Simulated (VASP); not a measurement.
# Si2Mo (Immm) in VASP: single point with PBEsol

Aim: the single point of Si2Mo with PBEsol.

All numbers are computed with VASP 6.6.1; they aren't measurements. Logs are shortened: lines on timing, memory, paths and dates and some standing lists are left out, and cuts for length are marked.

## Step 1: The cell of the first run

It takes space group Immm (No. 71, orthorhombic). Conventional cell: a = 3.023 Å, b = 3.358 Å, c = 7.821 Å, α = 90.00°, β = 90.00°, γ = 90.00°. Within 3.4 Å of Si (site symmetry mm2) lie 9 Si at 2.58 to 3.36 Å and 5 Mo at 2.60 to 2.62 Å. Within 3.4 Å of Mo (site symmetry mmm) lie 10 Si at 2.60 to 2.62 Å and 4 Mo at 3.02 to 3.36 Å.

## Step 2: Single point, PBEsol (strain +0.0525 x Voigt [1, -1, 0, 0, 0, 0])

INCAR

```
SYSTEM = Si2Mo
ALGO = Normal
EDIFF = 1E-6
ENCUT = 520
GGA = PS
ISIF = 2
ISMEAR = 0
LASPH = .True.
LCHARG = .False.
LREAL = .False.
LWAVE = .False.
NBANDS = 18
NELM = 60
PREC = Accurate
SIGMA = 0.15
```

KPOINTS

```
k-points
0
Gamma
  20 20 20
  0 0 0
```

POSCAR

```
Si2Mo
1.0
   -1.6787744270      1.5112957430      3.9106920018
    1.6787744270     -1.5112957430      3.9106920018
    1.6787744270      1.5112957430     -3.9106920018
Si Mo
2 1
Direct
    0.3350596647      0.3350596647      0.0000000000
    0.6649403353      0.6649403353      0.0000000000
    0.0000000000      0.0000000000      0.0000000000
```

Potentials or basis: VASP PAW PBE potentials, release 64 (Si, Mo_sv).

Run with:

```bash
$ cat potpaw_PBE.64/Si/POTCAR potpaw_PBE.64/Mo_sv/POTCAR > POTCAR
$ mpirun -np 1 vasp_std > vasp.out
```

OUTCAR:

```text
SYSTEM = Si2Mo
   EDIFF = 1E-6
   ENCUT = 520
   GGA = PS
   ISIF = 2
   ISMEAR = 0
   LASPH = .True.
   LREAL = .False.
   NELM = 60
   PREC = Accurate

 ion  position               nearest neighbor table
   1  0.335  0.335  0.000-   2 2.58   3 2.60   3 2.60   3 2.60   3 2.60   3 2.62   2 2.62   2 2.62
                             2 2.62   2 2.62
   2  0.665  0.665  0.000-   1 2.58   3 2.60   3 2.60   3 2.60   3 2.60   3 2.62   1 2.62   1 2.62
                             1 2.62   1 2.62
   3  0.000  0.000  0.000-   2 2.60   2 2.60   2 2.60   1 2.60   2 2.60   1 2.60   1 2.60   1 2.60
                             1 2.62   2 2.62

  LATTYP: Found a body centered orthorhombic cell.
 ALAT       =     3.0225914860
 B/A-ratio  =     1.1108179420
 C/A-ratio  =     2.5876417769

  Lattice vectors:

 A1 = (   1.6787744270,  -1.5112957430,  -3.9106920018)
 A2 = (  -1.6787744270,   1.5112957430,  -3.9106920018)
 A3 = (   1.6787744270,   1.5112957430,   3.9106920018)

Analysis of symmetry for initial positions (statically):
=====================================================================
 Subroutine PRICEL returns:
 Original cell was already a primitive cell.

 Routine SETGRP: Setting up the symmetry group for a
 body centered orthorhombic supercell.

 Subroutine GETGRP returns: Found  8 space group operations
 (whereof  8 operations were pure point group operations)
 out of a pool of  8 trial point group operations.

The static configuration has the point symmetry D_2h.

Analysis of symmetry for dynamics (positions and initial velocities):
=====================================================================
 Subroutine PRICEL returns:
 Original cell was already a primitive cell.

 Routine SETGRP: Setting up the symmetry group for a
 body centered orthorhombic supercell.

 Subroutine GETGRP returns: Found  8 space group operations
 (whereof  8 operations were pure point group operations)
 out of a pool of  8 trial point group operations.

The dynamic configuration has the point symmetry D_2h.

 Subroutine INISYM returns: Found  8 space group operations
 (whereof  8 operations are pure point group operations),
 and found     1 'primitive' translations

----------------------------------------------------------------------------------------

                                     Primitive cell

  volume of cell :      39.6877

[... 89 lines left out ...]
   NELM   =     60;   NELMIN=  2; NELMDL= -5     # of ELM steps
   EDIFF  = 0.1E-05   stopping-criterion for ELM
   LREAL  =      F    real-space projection
   EDIFFG = 0.1E-04   stopping-criterion for IOM
   NSW    =      0    number of steps for IOM
   IBRION =     -1    ionic relax: 0-MD 1-quasi-New 2-CG
   NFREE  =      0    steps in history (QN), initial steepest desc. (CG)
   ISIF   =      2    stress and relaxation
   ISYM   =      2    0-nonsym 1-usesym 2-fastsym
   POTIM  = 0.5000    time-step for ionic-motion
   TEBEG  =    0.0;   TEEND  =   0.0 temperature during run
   PSTRESS=    0.0 pullay stress
   NELECT =      22.0000    total number of electrons
   NUPDOWN=      -1.0000    fix difference up-down
   EMIN   =  10.00;   EMAX   =-10.00  energy-range for DOS
   EFERMI =   0.00;   METHOD = LEGACY
   ISMEAR =     0;   SIGMA  =   0.15  broadening in eV -4-tet -1-fermi 0-gaus
   EFERMI_NEDOS =   21; number of points for ismear=-14 and -15
   IALGO  =     38    algorithm
   IMIX   =      4    mixing-type and parameters
     AMIX     =   0.40;   BMIX     =  1.00
     AMIX_MAG =   1.60;   BMIX_MAG =  1.00
  volume/ion in A,a.u.               =      13.23        89.28
  Fermi-wavevector in a.u.,A,eV,Ry     =   1.344819  2.541340 24.606665  1.808539
  Thomas-Fermi vector in A             =   2.472782
   LORBIT       =      0    0 simple, 1 ext, 2 COOP (PROOUT), +10 PAW based schemes
   GGA     = PS    functional components
   LHFCALC =     F    Hartree Fock is set to
   AEXX    =    0.0000 exact exchange contribution
   IVDW    =     0    specifies the selected vdW correction
   LEPSILON=     F    determine dielectric tensor
   LRPA    =     F    only Hartree local field effects (RPA)
 non-spin polarized calculation
 Gauss-broadening in eV      SIGMA  =   0.15
  energy-cutoff  :      520.00
  volume of cell :       39.69
 maximum number of plane-waves:      1097
 NGX is ok and might be reduce to    36
   NGX = 17   NGY = 17   NGZ = 17

 number of electron      22.0000000 magnetization

 Free energy of the ion-electron system (eV)
  ---------------------------------------------------
  ext. energy  EPLUGINS =         0.00000000
  ---------------------------------------------------
  free energy    TOTEN  =       -24.88260289 eV

  energy without entropy =      -24.87670861  energy(sigma->0) =      -24.87965575

 E-fermi :  12.5110     XC(G=0): -12.5762

 val. band max:       12.5042908857   @ k =  -0.3000  -0.2500   0.2500
 cond. band min:      12.5113399400   @ k =  -0.4500   0.4500   0.4500
 fundamental gap:      0.0070490542
 Fermi energy:        12.5109902311

 k-point     1 :       0.0000    0.0000    0.0000
  band No.  band energies     occupation
      1     -48.1987      2.00000
      2     -22.4470      2.00000
      3     -22.3903      2.00000
      4     -22.1355      2.00000
      5      -1.1535      2.00000
      6       5.8820      2.00000
[... 481 lines left out ...]
      5       1.7206      2.00000
      6       4.6543      2.00000
[... 10 lines left out ...]
     17      18.9943      0.00000
     18      20.6115      0.00000

 [... further k-points ...]

------------------------ aborting loop because EDIFF is reached ----------------------------------------

  FORCE on cell =-STRESS in cart. coord.  units (eV):
  Direction    XX          YY          ZZ          XY          YZ          ZX
  --------------------------------------------------------------------------------------
  -------------------------------------------------------------------------------------
  Total       -3.2450560      4.1156213      0.2102222     -0.0000000      0.0000000      0.0000000
  in kB     -131.0018321    166.1462630      8.4865996     -0.0000000      0.0000000      0.0000000
  external PRESSURE =      14.5436769 kB  Pullay stress =       0.0000000 kB

 VOLUME and BASIS-vectors are now :
 -----------------------------------------------------------------------------
  energy-cutoff  :      520.00
  volume of cell :       39.69
      direct lattice vectors                 reciprocal lattice vectors
    -1.678774427  1.511295743  3.910692002     0.000000000  0.330841930  0.127854610
     1.678774427 -1.511295743  3.910692002     0.297836322  0.000000000  0.127854610
     1.678774427  1.511295743 -3.910692002     0.297836322  0.330841930  0.000000000

 POSITION                                       TOTAL-FORCE (eV/Angst)
 -----------------------------------------------------------------------------------
      0.00000      0.00000      2.62063        -0.000000     -0.000000      0.002198
      0.00000      0.00000      5.20075         0.000000      0.000000     -0.002198
      0.00000      0.00000      0.00000        -0.000000      0.000000     -0.000000
 -----------------------------------------------------------------------------------
    total drift:                               -0.000000      0.000000      0.000000

  FREE ENERGIE OF THE ION-ELECTRON SYSTEM (eV)
  ---------------------------------------------------
  free  energy   TOTEN  =       -24.8826028896 eV

  energy  without entropy=      -24.8767086067  energy(sigma->0) =      -24.87965575
```

Run time: 7.3 min. Hardware: 1 thread of Intel Xeon 6975P-C (Granite Rapids), shared host; peak memory 0.84 GiB.

Results:

```
Free energy            : -24.8826 eV
Pressure               : 1.5 GPa
Band gap on the k mesh : zero (band 11 reaches 12.96 eV, above the bottom of band 12 at 12.19 eV)
```

Forces in eV/Å, atoms in the order of the input:
```
Si   0.000  0.000  0.002
Si   0.000  0.000 -0.002
Mo   0.000  0.000  0.000
```

Levels at points of the mesh, in eV from the Fermi level:
| k point | band 7 | band 8 | band 9 | band 10 | band 11 | band 12 | band 13 | band 14 | band 15 | band 16 |
| --- | --- | --- | --- | --- | --- | --- | --- | --- | --- | --- |
| (0.00, 0.00, 0.00) | -3.71 | -3.63 | -3.29 | -1.72 | 0.38 | 1.94 | 2.52 | 4.01 | 4.31 | 4.51 |
| (0.50, 0.00, 0.00) | -5.13 | -4.45 | -3.42 | -2.64 | -1.07 | 2.19 | 2.93 | 3.80 | 4.13 | 5.00 |
| (0.00, 0.50, 0.00) | -5.16 | -4.87 | -2.86 | -1.89 | -0.08 | 1.25 | 3.87 | 4.07 | 4.17 | 6.05 |
| (0.50, 0.50, 0.00) | -5.84 | -5.25 | -4.57 | -3.23 | -1.31 | 1.76 | 3.07 | 3.10 | 3.21 | 4.66 |
| (0.50, 0.50, 0.50) | -3.79 | -2.39 | -1.75 | -1.32 | -0.03 | 0.52 | 0.76 | 4.40 | 4.52 | 6.59 |

Caveat: the cell differs from its parent crystal (strain +0.0525 x Voigt [1, -1, 0, 0, 0, 0]); the PAW data sets were made with another functional, which shifts forces and pressure a little.
